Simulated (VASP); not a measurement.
A run of VASP 6.6.1 is set up as follows.

File POSCAR:

```
Sb
1.0
   -1.9616887466      1.9616887466      1.9616887466
    1.9616887466     -1.9616887466      1.9616887466
    1.9616887466      1.9616887466     -1.9616887466
Sb
1
Direct
    0.0000000000      0.0000000000      0.0000000000
```

File INCAR.step1:

```
  PREC = Accurate
  ENCUT = 520
  ISMEAR = -1
  SIGMA = 0.1
  LREAL = F
  LASPH = T
  NELM = 60
  NBANDS = 8
  GGA = PE
  ALGO = Normal
  EDIFF = 1E-4
  LWAVE = T
  LCHARG = F
```

The input INCAR.step2:

```
  PREC = Accurate
  ENCUT = 520
  EDIFF = 1E-6
  ISMEAR = -1
  SIGMA = 0.1
  LREAL = F
  LASPH = T
  NELM = 60
  ALGO = Normal
  ISIF = 2
  LWAVE = F
  LCHARG = F
  METAGGA = R2SCAN
  LMIXTAU = T
  NBANDS = 8
  ISTART = 1
```

Contents of KPOINTS:

```
regular mesh
0
Gamma
  13 13 13
```

Potentials or basis: VASP PAW PBE potentials, release 64 (Sb).

Run with:

```bash
$ cat potpaw_PBE.64/Sb/POTCAR > POTCAR
$ cp INCAR.step1 INCAR
$ mpirun -np 1 vasp_std > vasp.out
$ cp INCAR.step2 INCAR
$ mpirun -np 1 vasp_std > vasp.out
```

**Question.** Predict the pressure.

**Answer.** -5.6 GPa.

Caveat: the PAW data sets were made with another functional, which shifts forces and pressure a little.
